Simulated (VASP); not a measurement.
Wanted: the native input for a VASP 6.6.1 run.

```
Task                   : single point
Functional             : revPBE
Potentials or basis    : VASP PAW PBE potentials, release 64 (Ba_sv, Ti_sv, O)
Cutoff                 : 520 eV
k mesh                 : 7 × 7 × 7
Occupations            : fermi-dirac, width 0.05 eV
Spin                   : no spin polarisation
Dipole correction      : no
Further INCAR settings : ALGO = Normal; EDIFF = 1e-06; NBANDS = 28
```

The structure of BaTiO3 lies in POSCAR:

```
BaTiO3
1.0
    3.9901082420      0.0000000000      0.0000000000
    0.0000000000      3.9901082420      0.0000000000
    0.0000000000      0.0000000000      4.3528778418
Ba Ti O
1 1 3
Direct
    0.0000000000      0.0000000000     -0.0214494111
    0.5000000000      0.5000000000      0.4647402460
    0.0000000000      0.5000000000      0.5238037910
    0.5000000000      0.0000000000      0.5238037910
    0.5000000000      0.5000000000      0.0521015832
```

These files were run (other wordings do the same):

INCAR

```
PREC = Accurate
ENCUT = 520
EDIFF = 1E-6
ISMEAR = -1
SIGMA = 0.05
LREAL = False
LASPH = True
NELM = 100
ALGO = Normal
ISIF = 2
LWAVE = False
LCHARG = False
GGA = RE
NBANDS = 28
```

KPOINTS

```
regular mesh
0
Gamma
  7 7 7
```

Potentials or basis: VASP PAW PBE potentials, release 64 (Ba_sv, Ti_sv, O).

Launch:

```console
$ cat potpaw_PBE.64/Ba_sv/POTCAR potpaw_PBE.64/Ti_sv/POTCAR potpaw_PBE.64/O/POTCAR > POTCAR
$ mpirun -np 1 vasp_std > vasp.out
```

Results of the run:

```
Pressure               : 1.4 GPa
Largest force          : 0.072 eV/Å
Band gap on the k mesh : 1.91 eV, indirect (least direct gap 2.45 eV)
```

Caveat: the PAW data sets were made with another functional, which shifts forces and pressure a little; spin-orbit coupling is left out, which moves the levels of the heavy elements.

Run time: 74 s on 1 thread of Intel(R) Xeon(R) Platinum 8488C (Sapphire Rapids), with other jobs on the host, peak memory 0.22 GiB.
